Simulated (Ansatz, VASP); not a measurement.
## Two plane-wave programs on TiN

INCAR

```
  PREC = Accurate
  ENCUT = 520
  EDIFF = 1E-6
  ISMEAR = 0
  SIGMA = 0.15
  LREAL = F
  LASPH = T
  NELM = 80
  ALGO = Normal
  ISIF = 2
  LWAVE = F
  LCHARG = F
  GGA = PE
  NBANDS = 16
```

Contents of KPOINTS:

```
Automatic mesh
0
Gamma
  20 20 20
```

File POSCAR:

```
TiN
1.0
    0.0000000000      2.1785097691      2.1785097691
    2.1785097691      0.0000000000      2.1785097691
    2.1785097691      2.1785097691      0.0000000000
Ti N
1 1
Direct
    0.0000000000      0.0000000000      0.0000000000
    0.5000000000      0.5000000000      0.5000000000
```

Input for Ansatz:

```yaml
crystal:
  lattice:
    - [0.0, 2.1785097691, 2.1785097691]
    - [2.1785097691, 0.0, 2.1785097691]
    - [2.1785097691, 2.1785097691, 0.0]
  atoms:
    - { symbol: Ti, position: [0.0, 0.0, 0.0] }
    - { symbol: "N", position: [0.5, 0.5, 0.5] }
basis:
  ecutwfc: 520.0
kpoints:
  mp_grid: { grid: [20, 20, 20] }
hamiltonian:
  xc: pbe
  pseudopotentials: { kind: paw, azcp: { folder: soft_1 } }
scf:
  occupations: { method: gaussian, width: 0.15 }
  lower_state_search: "off"
output:
  forces: true
  stress: true
  eigenvalues: true
```

Alike in both runs: task single point; functional PBE; k mesh 20 × 20 × 20; occupations gaussian, width 0.15 eV; no spin polarisation.

|  | VASP | Ansatz |
| --- | --- | --- |
| version | VASP 6.6.1 | Ansatz 0.2.0 |
| potentials or method | VASP PAW PBE potentials, release 64 (Ti_sv, N), cutoff 520 eV | scalar-relativistic, plane waves, PAW |
| valence electrons in the cell | 17 | 17 |

Ansatz gave:

| Item | Value |
| --- | --- |
| gap on the k mesh at the Fermi level (eV) | none |
| pressure (GPa) | -18.1 |

Q: Estimate VASP's values.

A: gap on the k mesh at the Fermi level (eV): none; pressure (GPa): -17.7.

A gap of «none» marks a metal or a gap that the smearing closes.
